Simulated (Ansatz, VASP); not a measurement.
**CdF2: VASP beside Ansatz**

The input INCAR:

```
SYSTEM = CdF2
PREC = Accurate
ENCUT = 600
EDIFF = 1E-6
ISMEAR = 0
SIGMA = 0.01
LREAL = .FALSE.
LASPH = .TRUE.
NELM = 120
ALGO = Normal
ISIF = 2
LWAVE = .FALSE.
LCHARG = .FALSE.
GGA = PE
NBANDS = 24
GGA_COMPAT = .FALSE.
```

Contents of KPOINTS:

```
regular mesh
0
G
  6 6 6
  0 0 0
```

Contents of POSCAR:

```
CdF2
1.0
    0.0000000000      2.6844771254      2.6844771254
    2.6844771254      0.0000000000      2.6844771254
    2.6844771254      2.6844771254      0.0000000000
Cd F
1 2
Direct
    0.0000000000      0.0000000000      0.0000000000
    0.2500000000      0.2500000000      0.2500000000
    0.7500000000      0.7500000000      0.7500000000
```

Input for Ansatz:

```yaml
crystal:
  lattice:
    - [0.0, 2.6844771254, 2.6844771254]
    - [2.6844771254, 0.0, 2.6844771254]
    - [2.6844771254, 2.6844771254, 0.0]
  atoms:
    - { symbol: Cd, position: [0.0, 0.0, 0.0] }
    - { symbol: F, position: [0.25, 0.25, 0.25] }
    - { symbol: F, position: [0.75, 0.75, 0.75] }
kpoints:
  mp_grid: { grid: [6, 6, 6] }
hamiltonian:
  xc: pbe
scf:
  occupations: { method: fixed }
  n_extra_bands: 4
output:
  forces: true
  stress: true
  eigenvalues: true
```

Alike in both runs: task single point; functional PBE; k mesh 6 × 6 × 6; no spin polarisation.

|  | VASP | Ansatz |
| --- | --- | --- |
| version | VASP 6.6.1 | Ansatz 0.2.0 |
| potentials or method | VASP PAW PBE potentials, release 64 (Cd_sv_GW, F) | plane waves, PAW |
| plane-wave cutoff (eV) | 600 | 420 |
| occupations | gaussian, width 0.01 eV | fixed |
| valence electrons in the cell | 34 | 34 |

VASP gave:

```
gap on the k mesh at the Fermi level (eV) : 3.15
pressure (GPa)                            : 5.9
```

Q: Which values does Ansatz return?

A: gap on the k mesh at the Fermi level (eV): 3.16; pressure (GPa): 6.7.
